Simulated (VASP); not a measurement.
Here is a VASP 6.6.1 calculation.

INCAR

```
  PREC = Accurate
  ENCUT = 520
  EDIFF = 1E-6
  ISMEAR = 0
  SIGMA = 0.1
  LREAL = False
  LASPH = True
  NELM = 60
  ALGO = Normal
  ISIF = 2
  LWAVE = False
  LCHARG = False
  LDIPOL = True
  IDIPOL = 3
  DIPOL = 0.5 0.5 0.305
  GGA = PE
  IVDW = 12
  NBANDS = 70
```

The input KPOINTS:

```
Automatic mesh
0
Gamma
  5 7 1
```

Contents of POSCAR:

```
HRh8
1.0
    5.3650160441      0.0000000000      0.0000000000
    0.0000000000      3.7936392259      0.0000000000
    0.0000000000      0.0000000000     21.2400770646
Rh H
8 1
Direct
    0.2500000000      0.5000000000      0.1883232338
    0.7500000000      0.5000000000      0.1883232338
    0.0000000000      0.0000000000      0.2514705570
    0.5000000000      0.0000000000      0.2514705570
    0.2500000000      0.5000000000      0.3153506346
    0.7500000000      0.5000000000      0.3153506346
    0.0000000000      0.0000000000      0.3738252475
    0.5000000000      0.0000000000      0.3738252475
    0.1666666667      0.5000000000      0.4915272686
```

Potentials or basis: VASP PAW PBE potentials, release 64 (Rh_pv, H).

Launch:

```console
$ cat potpaw_PBE.64/Rh_pv/POTCAR potpaw_PBE.64/H/POTCAR > POTCAR
$ mpirun -np 1 vasp_std > vasp.out
```

Problem. Predict the largest force.

Solution. 1.029 eV/Å.

Problem. Predict the dispersion energy per atom.

Solution. -0.348 eV.

Forces on the atoms (eV/Å):
```
Rh  -0.007  0.000  0.693
Rh  -0.006  0.000  0.668
Rh  -0.023  0.000 -0.639
Rh   0.030  0.000 -0.596
Rh   0.034  0.000 -0.159
Rh  -0.021  0.000 -0.043
Rh   0.209  0.000  0.839
Rh  -0.114  0.000  0.261
H   -0.102  0.000 -1.024
```
